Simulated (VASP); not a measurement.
A run of VASP 6.6.1 is set up as follows.

The input INCAR:

```
  PREC = Accurate
  ENCUT = 1330
  EDIFF = 1E-6
  ISMEAR = 0
  SIGMA = 0.2
  LREAL = False
  LASPH = True
  NELM = 120
  ALGO = Normal
  ISIF = 2
  LWAVE = False
  LCHARG = True
  GGA = PE
  LELF = True
  LVHAR = True
  NBANDS = 26
  GGA_COMPAT = False
```

The input KPOINTS:

```
regular mesh
0
Gamma
  4 4 3
```

File POSCAR:

```
ScAl3N3
1.0
    5.0641628945      0.0000000000      0.0000000000
   -2.5320814473      4.3856937156      0.0000000000
    0.0000000000      0.0000000000      4.8081535824
Sc Al N
1 3 3
Direct
    0.0000000000      0.0000000000      0.0000000000
    0.1697615906      0.8302384094      0.5000000000
    0.1697615906      0.3395231812      0.5000000000
    0.6604768188      0.8302384094      0.5000000000
    0.3333333333      0.6666666667      0.0000000000
    0.6666666667      0.3333333333      0.3680956945
    0.6666666667      0.3333333333      0.6319043055
```

Potentials or basis: VASP PAW PBE potentials, release 64 (Sc_sv, Al, N_h).

Run with:

```sh
$ cat potpaw_PBE.64/Sc_sv/POTCAR potpaw_PBE.64/Al/POTCAR potpaw_PBE.64/N_h/POTCAR > POTCAR
$ mpirun -np 1 vasp_std > vasp.out
```

Task: Predict the largest force.

Result: 0.074 eV/Å.

Task: Predict the pressure.

Result: 0.4 GPa.

Task: Estimate the band gap on the k mesh.

Result: Zero (an odd number of electrons rules out a gap without spin polarisation).

Forces in eV/Å, atoms in the order of the input:
```
Sc   0.000  0.000  0.000
Al   0.012 -0.007  0.000
Al   0.000  0.014  0.000
Al  -0.012 -0.007  0.000
N    0.000  0.000  0.000
N    0.000  0.000 -0.074
N    0.000  0.000  0.074
```

Caveat: the k points lie up to 0.44 Å⁻¹ apart, too coarse for converged energies and pressures of a metal; an odd number of electrons without spin polarisation forces a metal; a magnetic or distorted state may lie lower.
